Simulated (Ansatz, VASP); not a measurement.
**One calculation of ZrGa3Ag, two programs**

```
CELL_PARAMETERS angstrom
4.82469 0.00000 0.00000
0.00000 4.82469 0.00000
0.00000 0.00000 4.82469
ATOMIC_POSITIONS crystal
Zr 0.50000 0.50000 0.50000
Ga 0.50000 0.00000 0.00000
Ga 0.00000 0.50000 0.00000
Ga 0.00000 0.00000 0.50000
Ag 0.00000 0.00000 0.00000
```

Alike in both runs: functional PBE; k mesh 4 × 4 × 4; occupations gaussian, width 0.1 eV; no spin polarisation.

Ansatz relaxed the structure, and its values are those at the end. VASP's run is a single point on that final structure, the one shown.

|  | VASP | Ansatz |
| --- | --- | --- |
| version | VASP 6.6.1 | Ansatz 0.2.0 |
| potentials or method | VASP PAW PBE potentials, release 64 (Zr_sv, Ga_d, Ag), cutoff 520 eV | scalar-relativistic, plane waves, PAW |
| valence electrons in the cell | 62 | 70 |

Ansatz gave:

```
gap on the k mesh at the Fermi level (eV) : none
pressure (GPa)                            : 0.0
```

Question: What did VASP give for the same quantities?

Answer: gap on the k mesh at the Fermi level (eV): none; pressure (GPa): 0.1.

A gap of «none» marks a metal or a gap that the smearing closes. VASP's potentials hold 62 valence electrons a cell and Ansatz's 70, so a difference there can come from the potentials and not from the codes.
